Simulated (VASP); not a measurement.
Wanted: the native input for a VASP 6.6.1 run.

```
Task                   : single point
Functional             : PBE
Potentials or basis    : VASP PAW PBE potentials, release 64 (Hf_pv, N)
Cutoff                 : 520 eV
k mesh                 : 10 × 10 × 8
Occupations            : gaussian, width 0.05 eV
Spin                   : no spin polarisation
Dipole correction      : no
Further INCAR settings : ALGO = Normal; EDIFF = 1e-06; NBANDS = 23
```

The structure of HfN lies in POSCAR:

```
HfN
1.0
    3.8383670398      0.0000000000      0.0000000000
    0.0000000000      3.8383670398      0.0000000000
    0.0000000000      0.0000000000      4.5970702687
Hf N
2 2
Direct
    0.5000000000      0.0000000000      0.1838154774
    0.0000000000      0.5000000000      0.8161845226
    0.0000000000      0.0000000000      0.0000000000
    0.5000000000      0.5000000000      0.0000000000
```

This cell differs from its parent crystal: volume scaled by 0.945.

One way to write it, as run:

INCAR

```
SYSTEM = HfN
ALGO = Normal
EDIFF = 1E-6
ENCUT = 520
GGA = PE
ISIF = 2
ISMEAR = 0
LASPH = .True.
LCHARG = .False.
LREAL = .False.
LWAVE = .False.
NBANDS = 23
NELM = 80
PREC = Accurate
SIGMA = 0.05
```

KPOINTS

```
k-points
0
Gamma
  10 10 8
  0 0 0
```

Potentials or basis: VASP PAW PBE potentials, release 64 (Hf_pv, N).

Command:

```console
$ cat potpaw_PBE.64/Hf_pv/POTCAR potpaw_PBE.64/N/POTCAR > POTCAR
$ mpirun -np 1 vasp_std > vasp.out
```

Results of the run:

| Item | Value |
| --- | --- |
| Pressure | 2.4 GPa |
| Largest force | 0.177 eV/Å |
| Band gap on the k mesh | zero (band 15 reaches 5.30 eV, above the bottom of band 16 at 3.06 eV) |

Caveat: spin-orbit coupling is left out, which moves the levels of the heavy elements.

Run time: 120 s on 1 thread of Intel(R) Xeon(R) Platinum 8259CL CPU @ 2.50GHz (Skylake/Cascade Lake), with other jobs on the host, peak memory 0.27 GiB.
